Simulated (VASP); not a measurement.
Set up this calculation in VASP 6.6.1, as the native input.

```yaml
Task: single point
Functional: LDA
Potentials_or_basis: VASP PAW LDA potentials, release 64 (P)
Cutoff: 520 eV
k_mesh: 12 × 12 × 12
Occupations: fermi-dirac, width 0.1 eV
Spin: no spin polarisation
Dipole_correction: no
Further_INCAR_settings: ALGO = Normal; EDIFF = 1e-06; NBANDS = 12
```

The structure of P lies in POSCAR:

```
P
1.0
    0.0000000000      2.5972030647      2.5972030647
    2.5972030647      0.0000000000      2.5972030647
    2.5972030647      2.5972030647      0.0000000000
P
2
Direct
    0.1250000000      0.1250000000      0.1250000000
    0.8750000000      0.8750000000      0.8750000000
```

This isn't the form of P at room conditions, which is orthorhombic.

The input as run:

INCAR

```
ALGO = Normal
EDIFF = 1E-6
ENCUT = 520
ISIF = 2
ISMEAR = -1
LASPH = True
LCHARG = True
LELF = True
LREAL = False
LVHAR = True
LWAVE = False
NBANDS = 12
NELM = 100
PREC = Accurate
SIGMA = 0.1
```

KPOINTS

```
k-points
0
Gamma
  12 12 12
```

Potentials or basis: VASP PAW LDA potentials, release 64 (P).

Launch:

```sh
$ cat potpaw_LDA.64/P/POTCAR > POTCAR
$ mpirun -np 1 vasp_std > vasp.out
```

It gave:

* Pressure: 5.2 GPa
* Band gap on the k mesh: zero (bands 5 and 6 overlap by 3.62 eV)

Caveat: the cell stands under pressure.

Wall time 13 s on 1 thread of Intel(R) Xeon(R) 6975P-C (Granite Rapids), on a shared host, peak memory 0.14 GiB.
